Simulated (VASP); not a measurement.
Input of a VASP 6.6.1 run:

File INCAR:

```
SYSTEM = Nb5O
PREC = Accurate
ENCUT = 600
EDIFF = 1E-6
ISMEAR = 0
SIGMA = 0.1
LREAL = .False.
LASPH = .True.
NELM = 60
ALGO = Normal
ISIF = 3
LWAVE = .False.
LCHARG = .False.
GGA = PE
IBRION = 2
NSW = 90
EDIFFG = -0.04
```

File KPOINTS:

```
Automatic mesh
0
Gamma
  4 4 4
  0 0 0
```

Contents of POSCAR:

```
Nb5O
1.0
    0.0000000000      3.4825606100      3.4825606100
    3.4825606100      0.0000000000      3.4825606100
    3.4825606100      3.4825606100      0.0000000000
Nb O
5 1
Direct
    0.2500000000      0.2500000000      0.2500000000
    0.6237722100      0.1286833600      0.6237722100
    0.6237722100      0.6237722100      0.1286833600
    0.6237722100      0.6237722100      0.6237722100
    0.1286833600      0.6237722100      0.6237722100
    0.0000000000      0.0000000000      0.0000000000
```

Potentials or basis: VASP PAW PBE potentials, release 64 (Nb_sv, O).

Command:

```sh
$ cat potpaw_PBE.64/Nb_sv/POTCAR potpaw_PBE.64/O/POTCAR > POTCAR
$ mpirun -np 1 vasp_std > vasp.out
```

(1) What does it give for the relaxed volume?

(2) Predict the relaxed cell.

Answers

(1) 18.35 Å³/atom.

(2) a = 5.380 Å, b = 5.380 Å, c = 5.380 Å, α = 60.00°, β = 60.00°, γ = 60.00°.

Caveat: the k points lie up to 0.36 Å⁻¹ apart in the final cell, too coarse for converged energies and pressures of a metal; the volume moved by over 15 % at a fixed basis, so the end points are rough; an odd number of electrons without spin polarisation forces a metal; a magnetic or distorted state may lie lower.
